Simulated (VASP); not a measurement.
# Ta8HN8 (a cell with a defect) in VASP: single point with PBE

Aim: the single point of Ta8HN8 (a cell with a defect) with PBE.

All numbers are computed with VASP 6.6.1; they aren't measurements. Logs are shortened: lines on timing, memory, paths and dates and some standing lists are left out, and cuts for length are marked.

**1. The cell of the first run**

The cell holds a defect, 17 atoms: a = 6.247 Å, b = 6.247 Å, c = 6.247 Å, α = 60.00°, β = 60.00°, γ = 60.00°.

**2. Single point, PBE**

File INCAR:

```
PREC = Accurate
ENCUT = 520
EDIFF = 1E-6
ISMEAR = 0
SIGMA = 0.1
LREAL = Auto
LASPH = True
NELM = 80
ALGO = Normal
ISIF = 2
LWAVE = False
LCHARG = True
GGA = PE
LELF = True
LVHAR = True
NBANDS = 78
```

File KPOINTS:

```
Automatic mesh
0
Gamma
  5 5 5
```

File POSCAR:

```
Ta8HN8
1.0
    0.0000000000      4.4172695543     -4.4172695543
    4.4172695543      4.4172695543      0.0000000000
    4.4172695543      0.0000000000     -4.4172695543
Ta N H
8 8 1
Direct
    0.2598057433      0.7415058012      0.2415302002
    0.2134269798      0.2571467478      0.2823034648
    0.7234466814      0.7415064804      0.2415378973
    0.7191650772      0.2717447929      0.2562542281
    0.2134478072      0.7822643508      0.7571615132
    0.2321807595      0.2512429876      0.7512985022
    0.7191476456      0.7562359414      0.7717781218
    0.7315186362      0.2512486472      0.7512742791
   -0.0182290211     -0.0094819887      0.4905513402
   -0.0362768217      0.5503095227      0.4885437652
    0.5034635022     -0.0094642175      0.4905507743
    0.4640217163      0.5087636089      0.5294447104
   -0.0362652761     -0.0114743960      1.0502993858
    0.0012521310      0.4943712339      0.9943891687
    0.4640202448      0.0294221347      1.0088095022
    0.4763098503      0.4943569717      0.9943946019
    1.0708204337      0.1623307093      0.6622721263
```

Potentials or basis: VASP PAW PBE potentials, release 64 (Ta_pv, N, H).

Launch:

```sh
cat potpaw_PBE.64/Ta_pv/POTCAR potpaw_PBE.64/N/POTCAR potpaw_PBE.64/H/POTCAR > POTCAR
mpirun -np 1 vasp_std > vasp.out
```

OUTCAR:

```text
PREC = Accurate
   ENCUT = 520
   EDIFF = 1E-6
   ISMEAR = 0
   LREAL = Auto
   LASPH = True
   NELM = 80
   ISIF = 2
   GGA = PE

 ion  position               nearest neighbor table
   1  0.260  0.742  0.242-  10 2.18  13 2.18  12 2.19  15 2.19  16 2.19   9 2.21   3 2.90   7 2.90
                             4 2.90   2 3.06   5 3.06   6 3.13   6 3.13   5 3.22   2 3.22   4 3.35
   2  0.213  0.257  0.282-  17 1.95  11 2.22   9 2.22  15 2.22  10 2.22  14 2.22  16 2.22   5 2.97
                             6 2.97   8 2.97   1 3.06   3 3.06   4 3.13   4 3.13   3 3.22   1 3.22
   3  0.723  0.742  0.242-  10 2.18  13 2.18  15 2.19  12 2.19  14 2.19  11 2.21   1 2.90   4 2.90
                             7 2.90   2 3.06   5 3.06   8 3.13   8 3.13   5 3.22   2 3.22   7 3.35
   4  0.719  0.272  0.256-  13 2.17   9 2.21  11 2.21  14 2.24  16 2.24  12 2.26   3 2.90   1 2.90
                             7 3.03   8 3.07   6 3.07   2 3.13   2 3.13   6 3.18   8 3.18   7 3.22
   5  0.213  0.782  0.757-  17 1.95  11 2.22   9 2.22  12 2.22  13 2.22  14 2.22  16 2.22   2 2.97
                             6 2.97   8 2.97   1 3.06   3 3.06   7 3.13   7 3.13   3 3.22   1 3.22
   6  0.232  0.251  0.751-  17 1.75  14 2.15  15 2.17  12 2.17  11 2.30  13 2.36  10 2.36   5 2.97
                             2 2.97   7 3.07   4 3.07   8 3.12   1 3.13   1 3.13   8 3.13   4 3.18
   7  0.719  0.756  0.772-  10 2.17   9 2.21  11 2.21  14 2.24  16 2.24  15 2.26   3 2.90   1 2.90
                             4 3.03   8 3.07   6 3.07   5 3.13   5 3.13   6 3.18   8 3.18   4 3.22
   8  0.732  0.251  0.751-  17 1.75  16 2.15  15 2.17  12 2.17   9 2.30  13 2.36  10 2.36   2 2.97
                             5 2.97   7 3.07   4 3.07   6 3.12   3 3.13   3 3.13   6 3.13   4 3.18
   9  0.982  0.991  0.491-   4 2.21   7 2.21   1 2.21   2 2.22   5 2.22   8 2.30
  10  0.964  0.550  0.489-   7 2.17   1 2.18   3 2.18   2 2.22   6 2.36   8 2.36
  11  0.503  0.991  0.491-   4 2.21   7 2.21   3 2.21   5 2.22   2 2.22   6 2.30
  12  0.464  0.509  0.529-   8 2.17   6 2.17   1 2.19   3 2.19   5 2.22   4 2.26
  13  0.964  0.989  0.050-   4 2.17   1 2.18   3 2.18   5 2.22   6 2.36   8 2.36
  14  0.001  0.494  0.994-   6 2.15   3 2.19   5 2.22   2 2.22   4 2.24   7 2.24
  15  0.464  0.029  0.009-   8 2.17   6 2.17   1 2.19   3 2.19   2 2.22   7 2.26
  16  0.476  0.494  0.994-   8 2.15   1 2.19   2 2.22   5 2.22   4 2.24   7 2.24
  17  0.071  0.162  0.662-   6 1.75   8 1.75   2 1.95   5 1.95

  LATTYP: Found a face centered cubic cell.
 ALAT       =     8.8345391086

  Lattice vectors:

 A1 = (   0.0000000000,   4.4172695543,  -4.4172695543)
 A2 = (   4.4172695543,   4.4172695543,   0.0000000000)
 A3 = (   4.4172695543,   0.0000000000,  -4.4172695543)

Analysis of symmetry for initial positions (statically):
=====================================================================
 Subroutine PRICEL returns:
 Original cell was already a primitive cell.

 Routine SETGRP: Setting up the symmetry group for a
 face centered cubic supercell.

 Subroutine GETGRP returns: Found  1 space group operations
 (whereof  1 operations were pure point group operations)
 out of a pool of 48 trial point group operations.

The static configuration has the point symmetry C_1 .

Analysis of symmetry for dynamics (positions and initial velocities):
=====================================================================
 Subroutine PRICEL returns:
 Original cell was already a primitive cell.

 Routine SETGRP: Setting up the symmetry group for a
 face centered cubic supercell.

 Subroutine GETGRP returns: Found  1 space group operations
 (whereof  1 operations were pure point group operations)
 out of a pool of 48 trial point group operations.

The dynamic configuration has the point symmetry C_1 .

 Subroutine INISYM returns: Found  1 space group operations
 (whereof  1 operations are pure point group operations),
 and found     1 'primitive' translations

----------------------------------------------------------------------------------------

                                     Primitive cell

  volume of cell :     172.3819

  direct lattice vectors                    reciprocal lattice vectors
     0.000000000  4.417269554 -4.417269554    -0.113192096  0.113192096 -0.113192096
     4.417269554  4.417269554  0.000000000     0.113192096  0.113192096  0.113192096
     4.417269554  0.000000000 -4.417269554     0.113192096 -0.113192096 -0.113192096

  length of vectors
     6.246962512  6.246962512  6.246962512     0.196054462  0.196054462  0.196054462

  position of ions in fractional coordinates (direct lattice)
[... 49 lines left out ...]
    -0.022638419  0.022638419 -0.022638419     0.200000000  0.000000000  0.000000000
     0.022638419  0.022638419  0.022638419     0.000000000  0.200000000  0.000000000
     0.022638419 -0.022638419 -0.022638419     0.000000000  0.000000000  0.200000000

  Length of vectors
     0.039210892  0.039210892  0.039210892

  Shift w.r.t. Gamma in fractional coordinates (k-lattice)
     0.000000000  0.000000000  0.000000000

 Subroutine IBZKPT returns following result:
 ===========================================

 Found     63 irreducible k-points:

 Following reciprocal coordinates:
            Coordinates               Weight
  0.000000  0.000000  0.000000      1.000000
  0.200000  0.000000  0.000000      2.000000
  0.000000  0.200000  0.000000      2.000000
  0.000000  0.000000  0.200000      2.000000
  0.200000  0.200000  0.200000      2.000000
  0.400000  0.000000  0.000000      2.000000
[... 16 lines left out ...]
  0.200000  0.400000  0.400000      2.000000
  0.400000  0.000000  0.200000      2.000000
 [... further k-points ...]
   k-points           NKPTS =     63   k-points in BZ     NKDIM =     63   number of bands    NBANDS=     78
   number of dos      NEDOS =    301   number of ions     NIONS =     17
   total plane-waves  NPLWV = 110592
   dimension x,y,z NGX =    48 NGY =   48 NGZ =   48
   dimension x,y,z NGXF=    96 NGYF=   96 NGZF=   96
   ions per type =               8   8   1
   NGX,Y,Z   is equivalent  to a cutoff of  12.77, 12.77, 12.77 a.u.
   NGXF,Y,Z  is equivalent  to a cutoff of  25.55, 25.55, 25.55 a.u.
 SYSTEM =  unknown system
   PREC   = accura    normal or accurate (medium, high low for compatibility)
   ISTART =      0    job   : 0-new  1-cont  2-samecut
   ICHARG =      2    charge: 1-file 2-atom 10-const
   ISPIN  =      1    spin polarized calculation?
   LNONCOLLINEAR =      F non collinear calculations
   LSORBIT =      F    spin-orbit coupling
   LASPH  =      T    aspherical Exc in radial PAW
   ENCUT  =  520.0 eV  38.22 Ry    6.18 a.u.  11.62 11.62 11.62*2*pi/ulx,y,z
   NELM   =     80;   NELMIN=  2; NELMDL= -5     # of ELM steps
   EDIFF  = 0.1E-05   stopping-criterion for ELM
   LREAL  =      T    real-space projection
   EDIFFG = 0.1E-04   stopping-criterion for IOM
   NSW    =      0    number of steps for IOM
   IBRION =     -1    ionic relax: 0-MD 1-quasi-New 2-CG
   NFREE  =      0    steps in history (QN), initial steepest desc. (CG)
   ISIF   =      2    stress and relaxation
   ISYM   =      2    0-nonsym 1-usesym 2-fastsym
   POTIM  = 0.5000    time-step for ionic-motion
   TEBEG  =    0.0;   TEEND  =   0.0 temperature during run
   PSTRESS=    0.0 pullay stress
   NELECT =     129.0000    total number of electrons
   NUPDOWN=      -1.0000    fix difference up-down
   EMIN   =  10.00;   EMAX   =-10.00  energy-range for DOS
   EFERMI =   0.00;   METHOD = LEGACY
   ISMEAR =     0;   SIGMA  =   0.10  broadening in eV -4-tet -1-fermi 0-gaus
   EFERMI_NEDOS =   21; number of points for ismear=-14 and -15
   IALGO  =     38    algorithm
   IMIX   =      4    mixing-type and parameters
     AMIX     =   0.40;   BMIX     =  1.00
     AMIX_MAG =   1.60;   BMIX_MAG =  1.00
  volume/ion in A,a.u.               =      10.14        68.43
  Fermi-wavevector in a.u.,A,eV,Ry     =   1.486304  2.808706 30.056604  2.209098
  Thomas-Fermi vector in A             =   2.599607
   LORBIT       =      0    0 simple, 1 ext, 2 COOP (PROOUT), +10 PAW based schemes
   GGA     = PE    functional components
   LHFCALC =     F    Hartree Fock is set to
   AEXX    =    0.0000 exact exchange contribution
   IVDW    =     0    specifies the selected vdW correction
   LEPSILON=     F    determine dielectric tensor
   LRPA    =     F    only Hartree local field effects (RPA)
 non-spin polarized calculation
 Gauss-broadening in eV      SIGMA  =   0.10
  energy-cutoff  :      520.00
  volume of cell :      172.38
 maximum number of plane-waves:      4675
   NGX = 23   NGY = 23   NGZ = 23

 number of electron     129.0000001 magnetization

 Free energy of the ion-electron system (eV)
  ---------------------------------------------------
  ext. energy  EPLUGINS =         0.00000000
  ---------------------------------------------------
  free energy    TOTEN  =      -176.79897872 eV

  energy without entropy =     -176.77445455  energy(sigma->0) =     -176.78671664

 E-fermi :   9.2470     XC(G=0): -13.4066

 val. band max:        9.2439782026   @ k =  -0.4000   0.4000   0.0000
 cond. band min:       9.2804016339   @ k =   0.4000   0.0000   0.4000
 fundamental gap:      0.0364234313
 Fermi energy:         9.2469597239

 k-point     1 :       0.0000    0.0000    0.0000
  band No.  band energies     occupation
      1     -27.3670      2.00000
      2     -27.2062      2.00000
      3     -27.1946      2.00000
      4     -27.1882      2.00000
      5     -27.0958      2.00000
      6     -27.0697      2.00000
[... 1885 lines left out ...]
     75      11.5023      0.00000
     76      11.5707      0.00000

 [... further k-points ...]

 [bands above 76 left out]

------------------------ aborting loop because EDIFF is reached ----------------------------------------

  FORCE on cell =-STRESS in cart. coord.  units (eV):
  Direction    XX          YY          ZZ          XY          YZ          ZX
  --------------------------------------------------------------------------------------
  -------------------------------------------------------------------------------------
  Total       12.3148236      5.0824999      5.0778378     -0.0002837      0.5853122      0.0017345
  in kB      114.4582434     47.2385179     47.1951861     -0.0026370      5.4400946      0.0161213
  external PRESSURE =      69.6306491 kB  Pullay stress =       0.0000000 kB

 VOLUME and BASIS-vectors are now :
 -----------------------------------------------------------------------------
  energy-cutoff  :      520.00
  volume of cell :      172.38
      direct lattice vectors                 reciprocal lattice vectors
     0.000000000  4.417269554 -4.417269554    -0.113192096  0.113192096 -0.113192096
     4.417269554  4.417269554  0.000000000     0.113192096  0.113192096  0.113192096
     4.417269554  0.000000000 -4.417269554     0.113192096 -0.113192096 -0.113192096

 POSITION                                       TOTAL-FORCE (eV/Angst)
 -----------------------------------------------------------------------------------
      4.34233      4.42306     -2.21454         0.116946     -0.023291      0.023573
      2.38290      2.07865     -2.18978         0.024503     -0.010446     -0.009310
      4.34237      6.47109     -4.26260         0.117076      0.023463     -0.023469
      2.33231      4.37712     -4.30869         0.102130      0.115701      0.114907
      6.80006      4.39833     -4.28744         0.024807      0.009274      0.010623
      4.42850      2.13541     -4.34429         0.129012     -0.110228      0.110548
[... 9 lines left out ...]
      6.57622      4.28770     -6.49650         0.113876     -0.056116      0.056188
      3.64249      1.02989     -3.23827        -1.463202     -0.000248     -0.000825
 -----------------------------------------------------------------------------------
    total drift:                               -0.002062     -0.000314      0.000088

  FREE ENERGIE OF THE ION-ELECTRON SYSTEM (eV)
  ---------------------------------------------------
  free  energy   TOTEN  =      -176.7989787177 eV

  energy  without entropy=     -176.7744545524  energy(sigma->0) =     -176.78671664
```

Run time: 32 min. Hardware: 1 thread of Intel Xeon 6975P-C (Granite Rapids), shared host; peak memory 0.67 GiB.

What came out:

```yaml
Free_energy: -176.7990 eV
Pressure: 7.0 GPa
Largest_force: 1.463 eV/Å
Band_gap_on_the_k_mesh: zero (an odd number of electrons rules out a gap without spin polarisation)
```

Forces in eV/Å, atoms in the order of the input:
```
Ta   0.117 -0.023  0.024
Ta   0.025 -0.010 -0.009
Ta   0.117  0.023 -0.023
Ta   0.102  0.116  0.115
Ta   0.025  0.009  0.011
Ta   0.129 -0.110  0.111
Ta   0.102 -0.115 -0.116
Ta   0.129  0.112 -0.112
N    0.076 -0.100  0.100
N    0.140 -0.134 -0.133
N    0.076  0.100 -0.100
N    0.029 -0.011 -0.011
N    0.140  0.133  0.133
N    0.114  0.056 -0.056
N    0.029  0.011  0.011
N    0.114 -0.056  0.056
H   -1.463  0.000 -0.001
```

Stress tensor (GPa, compression positive):
```
11.45  0.00  0.00
 0.00  4.72  0.54
 0.00  0.54  4.72
```

Levels at points of the mesh, in eV from the Fermi level:
| k point | band 63 | band 64 | band 65 | band 66 | band 67 | band 68 |
| --- | --- | --- | --- | --- | --- | --- |
| (0.00, 0.00, 0.00) | -0.88 | 0.32 | 0.58 | 1.22 | 1.40 | 1.44 |

Caveat: spin-orbit coupling is left out, which moves the levels of the heavy elements; an odd number of electrons without spin polarisation forces a metal; a magnetic or distorted state may lie lower.

The gap in the log of VASP goes by the Fermi energy; the results here count the filled bands.